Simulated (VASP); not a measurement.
# BiTe in VASP: a series of runs

BiTe is run at these levels: PBE; tasks: single point.

Program: VASP 6.6.1. These are calculated values, not measurements. Logs are shortened: lines on timing, memory, paths and dates and some standing lists are left out, and cuts for length are marked.

## 1. The cell of the first run

The cell holds a wire or tube with vacuum around it, 2 atoms: a = 10.300 Å, b = 9.300 Å, c = 4.228 Å, α = 90.00°, β = 90.00°, γ = 90.00°.

## 2. Single point, PBE, collinear spin

Contents of INCAR:

```
PREC     = Accurate       # precision mode
ENCUT    = 520            # plane-wave cutoff, eV
EDIFF    = 1E-6           # SCF threshold, eV
ISMEAR   = 0              # smearing method
SIGMA    = 0.05           # smearing width, eV
LREAL    = False          # projectors in reciprocal space
LASPH    = True           # aspherical terms in the spheres
NELM     = 150            # most SCF steps
ALGO     = Normal         # electronic algorithm
ISIF     = 2              # what is computed and relaxed
LWAVE    = False          # write WAVECAR
LCHARG   = False          # write CHGCAR
ISPIN    = 2              # spin polarisation
MAGMOM   = 0.5 0.5        # initial moments
LORBIT   = 11             # projections on sites
GGA      = PE             # functional
NBANDS   = 22             # bands
```

Contents of KPOINTS:

```
Automatic mesh
0
Gamma
  1 1 12
```

Contents of POSCAR:

```
BiTe
1.0
   10.3000000000      0.0000000000      0.0000000000
    0.0000000000      9.3000000000      0.0000000000
    0.0000000000      0.0000000000      4.2284775993
Bi Te
1 1
Direct
    0.4077449469      0.5000000000      0.0000000000
    0.5922550531      0.5000000000      0.5000000000
```

Potentials or basis: VASP PAW PBE potentials, release 64 (Bi_d, Te).

Run with:

```console
> cat potpaw_PBE.64/Bi_d/POTCAR potpaw_PBE.64/Te/POTCAR > POTCAR
> mpirun -np 1 vasp_std > vasp.out
```

OUTCAR:

```text
PREC = Accurate
   ENCUT = 520
   EDIFF = 1E-6
   ISMEAR = 0
   LREAL = False
   LASPH = True
   NELM = 150
   ISIF = 2
   ISPIN = 2
   LORBIT = 11
   GGA = PE

 ion  position               nearest neighbor table
   1  0.408  0.500  0.000-   2 2.84   2 2.84
   2  0.592  0.500  0.500-   1 2.84   1 2.84

  LATTYP: Found a simple orthorhombic cell.
 ALAT       =     4.2284775993
 B/A-ratio  =     2.1993731270
 C/A-ratio  =     2.4358648611

  Lattice vectors:

 A1 = (   0.0000000000,   0.0000000000,  -4.2284775993)
 A2 = (   0.0000000000,   9.3000000000,   0.0000000000)
 A3 = (  10.3000000000,   0.0000000000,   0.0000000000)

Analysis of symmetry for initial positions (statically):
=====================================================================
 Subroutine PRICEL returns:
 Original cell was already a primitive cell.

 Routine SETGRP: Setting up the symmetry group for a
 simple orthorhombic supercell.

 Subroutine GETGRP returns: Found  4 space group operations
 (whereof  4 operations were pure point group operations)
 out of a pool of  8 trial point group operations.

The static configuration has the point symmetry C_2v.

Analysis of symmetry for dynamics (positions and initial velocities):
=====================================================================
 Subroutine PRICEL returns:
 Original cell was already a primitive cell.

 Routine SETGRP: Setting up the symmetry group for a
 simple orthorhombic supercell.

 Subroutine GETGRP returns: Found  4 space group operations
 (whereof  4 operations were pure point group operations)
 out of a pool of  8 trial point group operations.

The dynamic configuration has the point symmetry C_2v.

Analysis of structural, dynamic, and magnetic symmetry:
=====================================================================
 Subroutine PRICEL returns:
 Original cell was already a primitive cell.

 Routine SETGRP: Setting up the symmetry group for a
 simple orthorhombic supercell.

 Subroutine GETGRP returns: Found  4 space group operations
 (whereof  4 operations were pure point group operations)
 out of a pool of  8 trial point group operations.

The overall configuration has the point symmetry C_2v.

 Subroutine INISYM returns: Found  4 space group operations
 (whereof  4 operations are pure point group operations),
 and found     1 'primitive' translations

----------------------------------------------------------------------------------------

                                     Primitive cell

  volume of cell :     405.0459

  direct lattice vectors                    reciprocal lattice vectors
    10.300000000  0.000000000  0.000000000     0.097087379  0.000000000  0.000000000
     0.000000000  9.300000000  0.000000000     0.000000000  0.107526882  0.000000000
     0.000000000  0.000000000  4.228477599     0.000000000  0.000000000  0.236491734

  length of vectors
    10.300000000  9.300000000  4.228477599     0.097087379  0.107526882  0.236491734

  position of ions in fractional coordinates (direct lattice)
     0.407744947  0.500000000  0.000000000
     0.592255053  0.500000000  0.500000000

  ion indices of the primitive-cell ions
   primitive index   ion index
                 1           1
                 2           2

----------------------------------------------------------------------------------------

 KPOINTS: Automatic mesh

Automatic generation of k-mesh.
 Grid dimensions read from file:
 generate k-points for:    1    1   12

 Generating k-lattice:

  Cartesian coordinates                     Fractional coordinates (reciprocal lattice)
     0.097087379  0.000000000  0.000000000     1.000000000  0.000000000  0.000000000
     0.000000000  0.107526882  0.000000000     0.000000000  1.000000000  0.000000000
     0.000000000  0.000000000  0.019707645     0.000000000  0.000000000  0.083333333

  Length of vectors
     0.097087379  0.107526882  0.019707645

  Shift w.r.t. Gamma in fractional coordinates (k-lattice)
     0.000000000  0.000000000  0.000000000

 Subroutine IBZKPT returns following result:
[... 42 lines left out ...]
 maximum number of plane-waves:     10956
 NGX is ok and might be reduce to    80
   NGX = 39   NGY = 35   NGZ = 15

 number of electron      21.0000006 magnetization       0.1589833

 Free energy of the ion-electron system (eV)
  ---------------------------------------------------
  ext. energy  EPLUGINS =         0.00000000
  ---------------------------------------------------
  free energy    TOTEN  =        -6.21429724 eV

  energy without entropy =       -6.21308417  energy(sigma->0) =       -6.21369071

 E-fermi :  -2.1168     XC(G=0):  -2.7410

 val. band max:       -2.1763414701   @ k =   0.0000   0.0000   0.2500
 cond. band min:      -2.0461948386   @ k =   0.0000   0.0000   0.2500
 fundamental gap:      0.1301466315
 Fermi energy:        -2.1167651718

 spin component 1

 k-point     1 :       0.0000    0.0000    0.0000
  band No.  band energies     occupation
      1     -25.4716      1.00000
      2     -25.4522      1.00000
      3     -25.3088      1.00000
      4     -25.2913      1.00000
      5     -25.2835      1.00000
      6     -15.0338      1.00000
[... 14 lines left out ...]
     21       4.1991      0.00000
     22       4.7320      0.00000
[... 126 lines left out ...]
 k-point     7 :       0.0000    0.0000    0.5000
  band No.  band energies     occupation
      1     -25.4896      1.00000
      2     -25.4329      1.00000
      3     -25.3144      1.00000
      4     -25.2906      1.00000
      5     -25.2743      1.00000
      6     -13.3743      1.00000
[... 14 lines left out ...]
     21       3.9770      0.00000
     22       4.4517      0.00000
 Fermi energy:        -2.1167651718

 spin component 2

 k-point     1 :       0.0000    0.0000    0.0000
  band No.  band energies     occupation
      1     -25.4689      1.00000
      2     -25.4492      1.00000
      3     -25.2912      1.00000
      4     -25.2738      1.00000
      5     -25.2612      1.00000
      6     -14.9988      1.00000
[... 14 lines left out ...]
     21       4.2405      0.00000
     22       4.7467      0.00000
[... 127 lines left out ...]
  band No.  band energies     occupation
      1     -25.4869      1.00000
      2     -25.4300      1.00000
      3     -25.2968      1.00000
      4     -25.2731      1.00000
      5     -25.2517      1.00000
      6     -13.3532      1.00000
[... 14 lines left out ...]
     21       4.0090      0.00000
     22       4.4844      0.00000

------------------------ aborting loop because EDIFF is reached ----------------------------------------

  FORCE on cell =-STRESS in cart. coord.  units (eV):
  Direction    XX          YY          ZZ          XY          YZ          ZX
  --------------------------------------------------------------------------------------
  -------------------------------------------------------------------------------------
  Total       -0.0254103      0.0486420     -0.0069397      0.0000000      0.0000000      0.0000000
  in kB       -0.1005116      0.1924055     -0.0274504      0.0000000      0.0000000      0.0000000
  external PRESSURE =       0.0214812 kB  Pullay stress =       0.0000000 kB

 VOLUME and BASIS-vectors are now :
 -----------------------------------------------------------------------------
  energy-cutoff  :      520.00
  volume of cell :      405.05
      direct lattice vectors                 reciprocal lattice vectors
    10.300000000  0.000000000  0.000000000     0.097087379  0.000000000  0.000000000
     0.000000000  9.300000000  0.000000000     0.000000000  0.107526882  0.000000000
     0.000000000  0.000000000  4.228477599     0.000000000  0.000000000  0.236491734

 POSITION                                       TOTAL-FORCE (eV/Angst)
 -----------------------------------------------------------------------------------
      4.19977      4.65000      0.00000        -0.017421      0.000000      0.000000
      6.10023      4.65000      2.11424         0.017421      0.000000      0.000000
 -----------------------------------------------------------------------------------
    total drift:                                0.001067      0.000000      0.000000

  FREE ENERGIE OF THE ION-ELECTRON SYSTEM (eV)
  ---------------------------------------------------
  free  energy   TOTEN  =        -6.2142972431 eV

  energy  without entropy=       -6.2130841731  energy(sigma->0) =       -6.21369071

 total charge

# of ion       s       p       d       tot
------------------------------------------
    1        1.527   1.341   9.908  12.777
    2        1.389   1.933   0.023   3.346
--------------------------------------------------
tot          2.917   3.275   9.931  16.123

 magnetization (x)

# of ion       s       p       d       tot
------------------------------------------
    1       -0.000   0.056  -0.000   0.056
    2        0.000   0.019   0.000   0.020
--------------------------------------------------
tot          0.000   0.075   0.000   0.076
```

Wall time 1.9 min (1 thread of Intel Xeon 6975P-C (Granite Rapids), shared host); peak memory 0.6 GiB.

Results:

```
Free energy                                           : -6.2143 eV
Largest force                                         : 0.017 eV/Å
Net moment                                            : 0.16 μB per cell
Site moments                                          : Bi +0.06; Te +0.02 μB
Valence electrons inside the program's atomic spheres : Bi 12.78; Te 3.35
```

Forces in eV/Å, atoms in the order of the input:
```
Bi  -0.017  0.000  0.000
Te   0.017  0.000  0.000
```

Levels at points of the mesh, in eV from the Fermi level:
Spin up:
| k point | band 7 | band 8 | band 9 | band 10 | band 11 | band 12 | band 13 | band 14 | band 15 | band 16 |
| --- | --- | --- | --- | --- | --- | --- | --- | --- | --- | --- |
| (0.00, 0.00, 0.00) | -9.33 | -2.87 | -2.74 | -2.27 | 0.14 | 0.15 | 2.17 | 2.86 | 3.82 | 4.35 |
| (0.00, 0.00, 0.50) | -11.11 | -3.80 | -3.72 | -1.74 | -0.68 | 1.51 | 1.82 | 5.03 | 5.03 | 5.08 |
Spin down:
```
           k point  band 8  band 9  band 10  band 11  band 12  band 13
(0.00, 0.00, 0.00)   -2.80   -2.73    -2.25     0.16     0.27     2.20
(0.00, 0.00, 0.50)   -3.78   -3.70    -1.68    -0.53     1.54     1.85
```

Caveat: a moment this small can come from the mesh or the smearing; spin-orbit coupling is left out, which moves the levels of the heavy elements.

## 3. Single point, PBE, collinear spin

This run uses another cell than the first one.

Contents of INCAR:

```
SYSTEM = BiTe
PREC     = Accurate       ! precision mode
ENCUT    = 520            ! plane-wave cutoff, eV
EDIFF    = 1E-6           ! SCF threshold, eV
ISMEAR   = 0              ! smearing method
SIGMA    = 0.05           ! smearing width, eV
LREAL    = .False.        ! projectors in reciprocal space
LASPH    = .True.         ! aspherical terms in the spheres
NELM     = 150            ! most SCF steps
ALGO     = Normal         ! electronic algorithm
ISIF     = 2              ! what is computed and relaxed
LWAVE    = .False.        ! write WAVECAR
LCHARG   = .False.        ! write CHGCAR
ISPIN    = 2              ! spin polarisation
MAGMOM   = 0.5 0.5        ! initial moments
LORBIT   = 11             ! projections on sites
GGA      = PE             ! functional
NBANDS   = 22             ! bands
```

Contents of KPOINTS:

```
regular mesh
0
Gamma
  1 1 11
  0 0 0
```

Contents of POSCAR:

```
BiTe
1.0
    9.0000000000      0.0000000000      0.0000000000
    0.0000000000      9.3000000000      0.0000000000
    0.0000000000      0.0000000000      5.8112371712
Bi Te
1 1
Direct
    0.5000000000      0.5000000000     -0.0053372251
    0.5000000000      0.5000000000      0.4703372251
```

Potentials or basis: VASP PAW PBE potentials, release 64 (Bi_d, Te).

Run with:

```console
> cat potpaw_PBE.64/Bi_d/POTCAR potpaw_PBE.64/Te/POTCAR > POTCAR
> mpirun -np 1 vasp_std > vasp.out
```

It took 2.4 min on 1 thread of Intel Xeon 6975P-C (Granite Rapids), shared host; peak memory 0.73 GiB.

The run converged. Its results:

- Free energy: -5.4040 eV
- Largest force: 0.009 eV/Å
- Net moment: 0.27 μB per cell
- Site moments: Bi +0.12; Te +0.00 μB
- Valence electrons inside the program's atomic spheres: Bi 12.71; Te 3.34

Forces in eV/Å, atoms in the order of the input:
```
Bi   0.000  0.000 -0.009
Te   0.000  0.000  0.009
```

Levels at points of the mesh, in eV from the Fermi level:
Spin up:
```tsv
k point	band 7	band 8	band 9	band 10	band 11	band 12	band 13	band 14
(0.00, 0.00, 0.00)	-8.39	-4.06	-1.89	-1.89	1.07	1.07	3.45	4.71
```
Spin down:
```tsv
k point	band 7	band 8	band 9	band 10	band 11	band 12	band 13	band 14
(0.00, 0.00, 0.00)	-8.32	-4.02	-1.82	-1.82	1.23	1.23	3.50	4.76
```

Caveat: a moment this small can come from the mesh or the smearing; spin-orbit coupling is left out, which moves the levels of the heavy elements.

## 4. Single point, PBE, collinear spin

This run uses another cell than the first one.

Contents of INCAR:

```
PREC     = Accurate       # precision mode
ENCUT    = 520            # plane-wave cutoff, eV
EDIFF    = 1E-7           # SCF threshold, eV
ISMEAR   = 0              # smearing method
SIGMA    = 0.05           # smearing width, eV
LREAL    = F              # projectors in reciprocal space
LASPH    = T              # aspherical terms in the spheres
NELM     = 150            # most SCF steps
ALGO     = Normal         # electronic algorithm
ISIF     = 2              # what is computed and relaxed
LWAVE    = F              # write WAVECAR
LCHARG   = F              # write CHGCAR
ISPIN    = 2              # spin polarisation
MAGMOM   = 0.5 0.5        # initial moments
LORBIT   = 11             # projections on sites
GGA      = PE             # functional
NBANDS   = 22             # bands
```

Contents of KPOINTS:

```
Automatic mesh
0
Gamma
  1 1 11
```

Contents of POSCAR:

```
BiTe
1.0
    9.0000000000      0.0000000000      0.0000000000
    0.0000000000      9.3000000000      0.0000000000
    0.0000000000      0.0000000000      5.8521494896
Bi Te
1 1
Direct
    0.5000000000      0.5000000000      0.0000000000
    0.5000000000      0.5000000000      0.4650000000
```

Run with:

```console
> cat potpaw_PBE.64/Bi_d/POTCAR potpaw_PBE.64/Te/POTCAR > POTCAR
> mpirun -np 1 vasp_std > vasp.out
```

Wall time 3.6 min (1 thread of Intel Xeon 6975P-C (Granite Rapids), shared host); peak memory 0.74 GiB.

The run converged. Its results:

* Free energy: -5.4002 eV
* Largest force: 0.151 eV/Å
* Net moment: 0.28 μB per cell
* Site moments: Bi +0.12; Te +0.00 μB
* Valence electrons inside the program's atomic spheres: Bi 12.72; Te 3.34

Forces in eV/Å, atoms in the order of the input:
```
Bi   0.000  0.000 -0.151
Te   0.000  0.000  0.151
```

Levels at points of the mesh, in eV from the Fermi level:
Spin up:
```tsv
k point	band 8	band 9	band 10	band 11	band 12	band 13
(0.00, 0.00, 0.00)	-4.02	-1.93	-1.93	1.01	1.01	3.41
```
Spin down:
| k point | band 6 | band 7 | band 8 | band 9 | band 10 | band 11 | band 12 | band 13 | band 14 | band 15 |
| --- | --- | --- | --- | --- | --- | --- | --- | --- | --- | --- |
| (0.00, 0.00, 0.00) | -11.70 | -8.38 | -3.98 | -1.86 | -1.86 | 1.16 | 1.16 | 3.46 | 4.72 | 5.45 |

Caveat: a moment this small can come from the mesh or the smearing; spin-orbit coupling is left out, which moves the levels of the heavy elements.

## 5. Single point, PBE, collinear spin

This run uses another cell than the first one.

Contents of INCAR:

```
SYSTEM = BiTe
PREC     = Accurate       ! precision mode
ENCUT    = 520            ! plane-wave cutoff, eV
EDIFF    = 1E-6           ! SCF threshold, eV
ISMEAR   = 0              ! smearing method
SIGMA    = 0.05           ! smearing width, eV
LREAL    = .FALSE.        ! projectors in reciprocal space
LASPH    = .TRUE.         ! aspherical terms in the spheres
NELM     = 150            ! most SCF steps
ALGO     = Normal         ! electronic algorithm
ISIF     = 2              ! what is computed and relaxed
LWAVE    = .FALSE.        ! write WAVECAR
LCHARG   = .TRUE.         ! write CHGCAR
ISPIN    = 2              ! spin polarisation
MAGMOM   = 0.5 0.5        ! initial moments
LORBIT   = 11             ! projections on sites
GGA      = PE             ! functional
LELF     = .TRUE.         ! ELF
LVHAR    = .TRUE.       
NBANDS   = 22             ! bands
```

Contents of KPOINTS:

```
Automatic mesh
0
G
  1 1 12
  0 0 0
```

Contents of POSCAR:

```
BiTe
1.0
   10.3000000000      0.0000000000      0.0000000000
    0.0000000000      9.3000000000      0.0000000000
    0.0000000000      0.0000000000      5.2669345407
Bi Te
1 1
Direct
    0.4360808915      0.5000000000      0.0000000000
    0.5639191085      0.5000000000      0.5000000000
```

Run with:

```console
> cat potpaw_PBE.64/Bi_d/POTCAR potpaw_PBE.64/Te/POTCAR > POTCAR
> mpirun -np 1 vasp_std > vasp.out
```

Wall time 2.8 min (1 thread of Intel Xeon 6975P-C (Granite Rapids), shared host); peak memory 0.7 GiB.

It converged, with:

| Item | Value |
| --- | --- |
| Free energy | -5.7694 eV |
| Largest force | 0.108 eV/Å |
| Net moment | 0.50 μB per cell |
| Site moments | Bi +0.25; Te -0.02 μB |
| Valence electrons inside the program's atomic spheres | Bi 12.69; Te 3.32 |

Forces in eV/Å, atoms in the order of the input:
```
Bi  -0.108  0.000  0.000
Te   0.108  0.000  0.000
```

Levels at points of the mesh, in eV from the Fermi level:
Spin up:
```
           k point  band 8  band 9  band 10  band 11  band 12  band 13  band 14  band 15
(0.00, 0.00, 0.00)   -3.39   -1.91    -1.04    -0.32     0.83     3.02     3.51     4.65
(0.00, 0.00, 0.50)   -2.29   -2.17    -1.05    -0.47     2.29     2.63     4.70     4.84
```
Spin down:
| k point | band 6 | band 7 | band 8 | band 9 | band 10 | band 11 | band 12 | band 13 | band 14 | band 15 |
| --- | --- | --- | --- | --- | --- | --- | --- | --- | --- | --- |
| (0.00, 0.00, 0.00) | -11.62 | -8.57 | -3.32 | -1.83 | -0.96 | 0.16 | 0.99 | 3.13 | 3.61 | 4.78 |
| (0.00, 0.00, 0.50) | -10.47 | -10.41 | -2.11 | -2.02 | -1.07 | -0.21 | 2.60 | 2.78 | 4.82 | 4.93 |

Caveat: spin-orbit coupling is left out, which moves the levels of the heavy elements.

## 6. Overview

```tsv
cell	k mesh	gap on the mesh (eV)	moment (μB)	largest force (eV/Å)
a = 10.300, b = 9.300, c = 4.228 Å, 2 atoms, atomic positions A	1 × 1 × 12	none	0.16	0.02
a = 9.000, b = 9.300, c = 5.811 Å, 2 atoms, atomic positions B	1 × 1 × 11	none	0.27	0.01
a = 9.000, b = 9.300, c = 5.852 Å, 2 atoms, atomic positions C	1 × 1 × 11	none	0.28	0.15
a = 10.300, b = 9.300, c = 5.267 Å, 2 atoms, atomic positions D	1 × 1 × 12	none	0.50	0.11
```

Alike in all rows: task single point; level PBE; potentials or basis VASP PAW PBE potentials, release 64 (Bi_d, Te); spin collinear; cutoff (eV) 520; smearing gaussian 0.05 eV.

Caveats: spin-orbit coupling is left out, which moves the levels of the heavy elements; a moment this small can come from the mesh or the smearing (at least some runs).

Absolute energies hang on the potentials; compare differences alone.

The gap in the log of VASP goes by the Fermi energy; the results here count the filled bands.